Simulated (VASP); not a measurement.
# AlN (R3m) in VASP: single point with r2SCAN

Aim: the single point of AlN with r2SCAN.

Everything below comes from runs of VASP 6.6.1. Logs are shortened: lines on timing, memory, paths and dates and some standing lists are left out, and cuts for length are marked.

### 1 The cell of the first run

Symmetry: R3m, No. 160, trigonal system. Conventional cell: a = 3.090 Å, b = 3.090 Å, c = 45.412 Å, α = 90.00°, β = 90.00°, γ = 120.00°. Within 2.5 Å of Al (site symmetry 3m) lie 4 N at 1.89 Å. Within 2.5 Å of Al (site symmetry 3m) lie 4 N at 1.89 Å. Within 2.5 Å of Al (site symmetry 3m) lie 4 N at 1.89 Å. Al (site symmetry 3m) has 4 N at 1.89 Å within 2.5 Å. Within 2.5 Å of Al (site symmetry 3m) lie 4 N at 1.89 Å. Within 2.5 Å of Al (site symmetry 3m) lie 3 N at 1.89 Å. Within 2.5 Å of N (site symmetry 3m) lie 4 Al at 1.89 Å. Within 2.5 Å of N (site symmetry 3m) lie 4 Al at 1.89 Å.

### 2 Single point, r2SCAN (layers slid over each other)

File POSCAR:

```
AlN
1.0
    2.1849006262     -2.1849006262      0.0000000000
    2.1849006262      0.0000000000     -2.1849006262
   11.6528033396      7.2830020872      7.2830020872
Al N
6 6
Direct
    0.7361333333     -0.2638666667      0.3958000000
    0.1805777778      0.1805777778      0.2291333333
    0.2916888889      0.2916888889      0.5624666667
    0.4028000000      0.4028000000      0.8958000000
   -0.1527555556     -0.1527555556      0.7291333333
    0.6250222222      0.6250222222      0.0624666667
    0.3750222222      0.3750222222      0.4374666667
    0.8194666667      0.8194666667      0.2708000000
   -0.0694222222     -0.0694222222      0.6041333333
    0.0416888889      0.0416888889      0.9374666667
   -0.5138666667     -0.5138666667      0.7708000000
    0.2639111111      0.2639111111      0.1041333333
```

File INCAR.step1:

```
SYSTEM = AlN
PREC = Accurate
ENCUT = 520
ISMEAR = 0
SIGMA = 0.05
LREAL = .FALSE.
LASPH = .TRUE.
NELM = 100
NBANDS = 36
ISYM = 0
GGA = PE
ALGO = Normal
EDIFF = 1E-4
LWAVE = .TRUE.
LCHARG = .FALSE.
```

File INCAR.step2:

```
SYSTEM = AlN
PREC = Accurate
ENCUT = 520
EDIFF = 1E-7
ISMEAR = 0
SIGMA = 0.05
LREAL = .FALSE.
LASPH = .TRUE.
NELM = 100
ALGO = Normal
ISIF = 2
LWAVE = .FALSE.
LCHARG = .FALSE.
METAGGA = R2SCAN
LMIXTAU = .TRUE.
NBANDS = 36
ISYM = 0
ISTART = 1
```

File KPOINTS:

```
Automatic mesh
0
G
  8 8 2
  0 0 0
```

Potentials or basis: VASP PAW PBE potentials, release 64 (Al, N).

Started as:

```bash
cat potpaw_PBE.64/Al/POTCAR potpaw_PBE.64/N/POTCAR > POTCAR
cp INCAR.step1 INCAR
mpirun -np 1 vasp_std > vasp.out
cp INCAR.step2 INCAR
mpirun -np 1 vasp_std > vasp.out
```

OUTCAR:

```text
SYSTEM = AlN
   PREC = Accurate
   ENCUT = 520
   EDIFF = 1E-7
   ISMEAR = 0
   LREAL = .FALSE.
   LASPH = .TRUE.
   NELM = 100
   ISIF = 2
   METAGGA = R2SCAN
   ISYM = 0
   ISTART = 1

 ion  position               nearest neighbor table
   1  0.736  0.736  0.396-   8 1.89   7 1.89   7 1.89   7 1.89   3 3.09   2 3.09   2 3.09   3 3.09
                             3 3.09   2 3.09
   2  0.181  0.181  0.229-  12 1.89   8 1.89   8 1.89   8 1.89   6 3.09   6 3.09   6 3.09   1 3.09
                             1 3.09   1 3.09
   3  0.292  0.292  0.562-   9 1.89   9 1.89   9 1.89   7 1.89   5 3.09   5 3.09   5 3.09   1 3.09
                             1 3.09   1 3.09
   4  0.403  0.403  0.896-  11 1.89  10 1.89  10 1.89  10 1.89   5 3.09   6 3.09   6 3.09   6 3.09
                             5 3.09   5 3.09
   5  0.847  0.847  0.729-   9 1.89  11 1.89  11 1.89  11 1.89   3 3.09   3 3.09   3 3.09   4 3.09
                             4 3.09   4 3.09
   6  0.625  0.625  0.062-  12 1.89  12 1.89  12 1.89   2 3.09   2 3.09   2 3.09   4 3.09   4 3.09
                             4 3.09
   7  0.375  0.375  0.437-   3 1.89   1 1.89   1 1.89   1 1.89
   8  0.819  0.819  0.271-   1 1.89   2 1.89   2 1.89   2 1.89
   9  0.931  0.931  0.604-   3 1.89   3 1.89   3 1.89   5 1.89
  10  0.042  0.042  0.937-   4 1.89   4 1.89   4 1.89
  11  0.486  0.486  0.771-   4 1.89   5 1.89   5 1.89   5 1.89
  12  0.264  0.264  0.104-   6 1.89   6 1.89   6 1.89   2 1.89

IMPORTANT INFORMATION: All symmetrisations will be switched off!
NOSYMM: (Re-)initialisation of all symmetry stuff for point group C_1.

----------------------------------------------------------------------------------------

                                     Primitive cell

  volume of cell :     125.1631

  direct lattice vectors                    reciprocal lattice vectors
     2.184900626 -2.184900626  0.000000000     0.127135200 -0.330551520  0.127135200
     2.184900626  0.000000000 -2.184900626     0.127135200  0.127135200 -0.330551520
    11.652803340  7.283002087  7.283002087     0.038140560  0.038140560  0.038140560

  length of vectors
     3.089916098  3.089916098 15.552236639     0.376285829  0.376285829  0.066061388

  position of ions in fractional coordinates (direct lattice)
     0.736133333  0.736133333  0.395800000
     0.180577778  0.180577778  0.229133333
     0.291688889  0.291688889  0.562466667
     0.402800000  0.402800000  0.895800000
     0.847244444  0.847244444  0.729133333
     0.625022222  0.625022222  0.062466667
     0.375022222  0.375022222  0.437466667
     0.819466667  0.819466667  0.270800000
     0.930577778  0.930577778  0.604133333
     0.041688889  0.041688889  0.937466667
     0.486133333  0.486133333  0.770800000
     0.263911111  0.263911111  0.104133333

  ion indices of the primitive-cell ions
   primitive index   ion index
                 1           1
                 2           2
                 3           3
                 4           4
                 5           5
                 6           6
                 7           7
                 8           8
                 9           9
                10          10
                11          11
                12          12

----------------------------------------------------------------------------------------

 KPOINTS: Automatic mesh

Automatic generation of k-mesh.
 Grid dimensions read from file:
 generate k-points for:    8    8    2

 Generating k-lattice:

  Cartesian coordinates                     Fractional coordinates (reciprocal lattice)
     0.015891900 -0.041318940  0.015891900     0.125000000  0.000000000  0.000000000
     0.015891900  0.015891900 -0.041318940     0.000000000  0.125000000  0.000000000
     0.019070280  0.019070280  0.019070280     0.000000000  0.000000000  0.500000000

  Length of vectors
     0.047035729  0.047035729  0.033030694

  Shift w.r.t. Gamma in fractional coordinates (k-lattice)
     0.000000000  0.000000000  0.000000000

 -----------------------------------------------------------------------------
|                                                                             |
|           W    W    AA    RRRRR   N    N  II  N    N   GGGG   !!!           |
|           W    W   A  A   R    R  NN   N  II  NN   N  G    G  !!!           |
|           W    W  A    A  R    R  N N  N  II  N N  N  G       !!!           |
|           W WW W  AAAAAA  RRRRR   N  N N  II  N  N N  G  GGG   !            |
|           WW  WW  A    A  R   R   N   NN  II  N   NN  G    G                |
|           W    W  A    A  R    R  N    N  II  N    N   GGGG   !!!           |
|                                                                             |
|     Your reciprocal lattice and k-lattice belong to different lattice       |
|     classes:                                                                |
|                                                                             |
|        The reciprocal lattice is rhombohedral (trigonal),                   |
|        whereas your k-lattice is base-centered monoclinic.                  |
|                                                                             |
|     Results are often still useful ...                                      |
|                                                                             |
 -----------------------------------------------------------------------------

 WARNING: IBZKPT: internal override: KBLOWUP is changed to .FALSE.
      ... skipping the blow-up phase ...

 Subroutine IBZKPT returns following result:
 ===========================================

 Found     68 irreducible k-points:

 Following reciprocal coordinates:
            Coordinates               Weight
  0.000000  0.000000  0.000000      1.000000
  0.125000  0.000000 -0.000000      2.000000
  0.250000  0.000000 -0.000000      2.000000
  0.375000  0.000000 -0.000000      2.000000
  0.500000  0.000000 -0.000000      1.000000
  0.000000  0.125000 -0.000000      2.000000
[... 16 lines left out ...]
  0.125000  0.375000 -0.000000      2.000000
  0.250000  0.375000 -0.000000      2.000000
 [... further k-points ...]
   k-points           NKPTS =     68   k-points in BZ     NKDIM =     68   number of bands    NBANDS=     36
   number of dos      NEDOS =    301   number of ions     NIONS =     12
   total plane-waves  NPLWV =  69120
   dimension x,y,z NGX =    24 NGY =   24 NGZ =  120
   dimension x,y,z NGXF=    48 NGYF=   48 NGZF=  240
   ions per type =               6   6
   NGX,Y,Z   is equivalent  to a cutoff of  12.91, 12.91, 12.83 a.u.
   NGXF,Y,Z  is equivalent  to a cutoff of  25.83, 25.83, 25.65 a.u.
 SYSTEM =  AlN
   PREC   = accura    normal or accurate (medium, high low for compatibility)
   ISTART =      1    job   : 0-new  1-cont  2-samecut
   ICHARG =      0    charge: 1-file 2-atom 10-const
   ISPIN  =      1    spin polarized calculation?
   LNONCOLLINEAR =      F non collinear calculations
   LSORBIT =      F    spin-orbit coupling
   LASPH  =      T    aspherical Exc in radial PAW
   ENCUT  =  520.0 eV  38.22 Ry    6.18 a.u.   5.75  5.75 28.92*2*pi/ulx,y,z
   NELM   =    100;   NELMIN=  2; NELMDL=  0     # of ELM steps
   EDIFF  = 0.1E-06   stopping-criterion for ELM
   LREAL  =      F    real-space projection
   EDIFFG = 0.1E-05   stopping-criterion for IOM
   NSW    =      0    number of steps for IOM
   IBRION =     -1    ionic relax: 0-MD 1-quasi-New 2-CG
   NFREE  =      0    steps in history (QN), initial steepest desc. (CG)
   ISIF   =      2    stress and relaxation
   ISYM   =      0    0-nonsym 1-usesym 2-fastsym
   POTIM  = 0.5000    time-step for ionic-motion
   TEBEG  =    0.0;   TEEND  =   0.0 temperature during run
   PSTRESS=    0.0 pullay stress
   NELECT =      48.0000    total number of electrons
   NUPDOWN=      -1.0000    fix difference up-down
   EMIN   =  10.00;   EMAX   =-10.00  energy-range for DOS
   EFERMI =   0.00;   METHOD = LEGACY
   ISMEAR =     0;   SIGMA  =   0.05  broadening in eV -4-tet -1-fermi 0-gaus
   EFERMI_NEDOS =   21; number of points for ismear=-14 and -15
   IALGO  =     38    algorithm
   IMIX   =      4    mixing-type and parameters
     AMIX     =   0.40;   BMIX     =  1.00
     AMIX_MAG =   1.60;   BMIX_MAG =  1.00
  volume/ion in A,a.u.               =      10.43        70.39
  Fermi-wavevector in a.u.,A,eV,Ry     =   1.189405  2.247650 19.247952  1.414685
  Thomas-Fermi vector in A             =   2.325513
   LORBIT       =      0    0 simple, 1 ext, 2 COOP (PROOUT), +10 PAW based schemes
   METAGGA = R2SCAN    functional components
   LHFCALC =     F    Hartree Fock is set to
   AEXX    =    0.0000 exact exchange contribution
   IVDW    =     0    specifies the selected vdW correction
   LEPSILON=     F    determine dielectric tensor
   LRPA    =     F    only Hartree local field effects (RPA)
 non-spin polarized calculation
 Gauss-broadening in eV      SIGMA  =   0.05
  energy-cutoff  :      520.00
  volume of cell :      125.16
 maximum number of plane-waves:      3398
   NGX = 11   NGY = 11   NGZ = 57

 number of electron      48.0000006 magnetization

 Free energy of the ion-electron system (eV)
  ---------------------------------------------------
  ext. energy  EPLUGINS =         0.00000000
  ---------------------------------------------------
  free energy    TOTEN  =      -113.96855573 eV

  energy without entropy =     -113.96855573  energy(sigma->0) =     -113.96855573

 E-fermi :   6.2738     XC(G=0): -11.4477

 val. band max:        5.9910038579   @ k =   0.0000   0.0000   0.0000
 cond. band min:       9.9506111223   @ k =   0.5000   0.5000   0.5000
 fundamental gap:      3.9596072644
 Fermi energy:         6.2738409476

 k-point     1 :       0.0000    0.0000    0.0000
  band No.  band energies     occupation
      1     -10.0189      2.00000
      2      -9.6266      2.00000
      3      -9.5462      2.00000
      4      -8.6626      2.00000
      5      -8.5575      2.00000
      6      -7.9370      2.00000
[... 28 lines left out ...]
     35      17.6036      0.00000
     36      17.9365      0.00000

 k-point     2 :       0.1250    0.0000   -0.0000
  band No.  band energies     occupation
      1      -9.8136      2.00000
      2      -9.4653      2.00000
      3      -9.3179      2.00000
      4      -8.5561      2.00000
      5      -8.3582      2.00000
      6      -7.8209      2.00000
[... 28 lines left out ...]
     35      17.7408      0.00000
     36      18.1614      0.00000

 k-point     3 :       0.2500    0.0000   -0.0000
  band No.  band energies     occupation
      1      -9.2451      2.00000
      2      -8.9803      2.00000
      3      -8.7357      2.00000
      4      -8.2230      2.00000
      5      -7.9064      2.00000
      6      -7.5376      2.00000
[... 28 lines left out ...]
     35      17.0208      0.00000
     36      17.4996      0.00000
[... 742 lines left out ...]
 k-point    23 :       0.1250    0.3750   -0.0000
  band No.  band energies     occupation
      1      -8.7483      2.00000
      2      -8.5750      2.00000
      3      -8.2119      2.00000
      4      -8.0039      2.00000
      5      -7.5709      2.00000
      6      -7.3541      2.00000
[... 28 lines left out ...]
     35      16.9780      0.00000
     36      17.0651      0.00000

 k-point    24 :       0.2500    0.3750   -0.0000
  band No.  band energies     occupation
      1      -8.7463      2.00000
      2      -8.5804      2.00000
      3      -8.1997      2.00000
      4      -8.0151      2.00000
      5      -7.5677      2.00000
      6      -7.3550      2.00000
[... 28 lines left out ...]
     35      16.9287      0.00000
     36      17.1064      0.00000

 [... further k-points ...]

------------------------ aborting loop because EDIFF is reached ----------------------------------------

  FORCE on cell =-STRESS in cart. coord.  units (eV):
  Direction    XX          YY          ZZ          XY          YZ          ZX
  --------------------------------------------------------------------------------------
  -------------------------------------------------------------------------------------
  Total       -2.2279997     -2.2273973     -2.2274005      0.6190960      0.6188863      0.6190914
  in kB      -28.5199914    -28.5122803    -28.5123222      7.9248722      7.9221873      7.9248139
  external PRESSURE =     -28.5148646 kB  Pullay stress =       0.0000000 kB

 VOLUME and BASIS-vectors are now :
 -----------------------------------------------------------------------------
  energy-cutoff  :      520.00
  volume of cell :      125.16
      direct lattice vectors                 reciprocal lattice vectors
     2.184900626 -2.184900626  0.000000000     0.127135200 -0.330551520  0.127135200
     2.184900626  0.000000000 -2.184900626     0.127135200  0.127135200 -0.330551520
    11.652803340  7.283002087  7.283002087     0.038140560  0.038140560  0.038140560

 POSITION                                       TOTAL-FORCE (eV/Angst)
 -----------------------------------------------------------------------------------
      7.82894      1.27423      1.27423         0.044935      0.043812      0.043812
      3.45913      1.27423      1.27423         0.051817      0.053475      0.053475
      7.82894      3.45913      3.45913         0.044473      0.043703      0.043703
     12.19874      5.64404      5.64404        -0.084545     -0.085357     -0.085357
     12.19874      3.45913      3.45913         0.044804      0.046460      0.046460
      3.45913     -0.91067     -0.91067        -0.401386     -0.401834     -0.401826
      6.73649      2.36668      2.36668        -0.041708     -0.042419     -0.042419
      6.73649      0.18178      0.18178        -0.043447     -0.042969     -0.042969
     11.10629      2.36668      2.36668        -0.042904     -0.042898     -0.042897
     11.10629      6.73649      6.73649         0.451758      0.451180      0.451179
     11.10629      4.55158      4.55158        -0.057415     -0.056923     -0.056923
      2.36668      0.18178      0.18178         0.033620      0.033771      0.033764
 -----------------------------------------------------------------------------------
    total drift:                                0.033492      0.034432      0.034432

  FREE ENERGIE OF THE ION-ELECTRON SYSTEM (eV)
  ---------------------------------------------------
  free  energy   TOTEN  =      -113.9685557287 eV

  energy  without entropy=     -113.9685557287  energy(sigma->0) =     -113.96855573
```

Wall time 15 min (1 thread of Intel Xeon Platinum 8488C (Sapphire Rapids), shared host); peak memory 0.4 GiB.

Results:

```yaml
Free_energy: -113.9686 eV
Pressure: -2.9 GPa
Largest_force: 0.782 eV/Å
Band_gap_on_the_k_mesh: 3.96 eV (least direct gap 4.42 eV)
```

Forces on the atoms (eV/Å):
```
Al   0.045  0.044  0.044
Al   0.052  0.053  0.053
Al   0.044  0.044  0.044
Al  -0.085 -0.085 -0.085
Al   0.045  0.046  0.046
Al  -0.401 -0.402 -0.402
N   -0.042 -0.042 -0.042
N   -0.043 -0.043 -0.043
N   -0.043 -0.043 -0.043
N    0.452  0.451  0.451
N   -0.057 -0.057 -0.057
N    0.034  0.034  0.034
```

Caveat: the cell differs from its parent crystal (layers slid over each other); the PAW data sets were made with another functional, which shifts forces and pressure a little. A k mesh can miss the band edges.
